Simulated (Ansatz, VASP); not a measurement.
**One calculation of SnO2, two programs**

```xyz
6
Lattice="3.2541 0.0000 0.0000 -1.6271 2.8181 0.0000 0.0000 0.0000 10.2635" Properties=species:S:1:pos:R:3 pbc="T T T"
Sn    0.0000    0.0000    5.1317
Sn    0.0000    0.0000    0.0000
O     1.6271    0.9394    4.1238
O     1.6271    0.9394    1.0080
O     0.0000    1.8788    6.1397
O     0.0000    1.8788    9.2555
```

Alike in both runs: task single point; functional PBE; dispersion D3(BJ); k mesh 12 × 12 × 4; occupations gaussian, width 0.05 eV; no spin polarisation.

```csv
,VASP,Ansatz
version,VASP 6.6.1,Ansatz 0.2.0
potentials or method,"VASP PAW PBE potentials, release 64 (Sn_d, O), cutoff 520 eV","scalar-relativistic, plane waves, PAW"
valence electrons in the cell,52,52
```

VASP gave:

| Property | Result |
| --- | --- |
| gap on the k mesh at the Fermi level (eV) | 1.79 |
| least direct gap on the mesh (eV) | 2.13 |
| pressure (GPa) | -3.1 |
| traceless stress, the component that is largest in VASP (GPa) | 2.29 |
| rms of the force components (eV/Å) | 0.055 |

Q: Which values does Ansatz return?

A: gap on the k mesh at the Fermi level (eV): 1.81; least direct gap on the mesh (eV): 2.15; pressure (GPa): -3.6; traceless stress, the component that is largest in VASP (GPa): 2.63; rms of the force components (eV/Å): 0.079.

Atom by atom the forces differ by 0.024 eV/Å (rms over components).
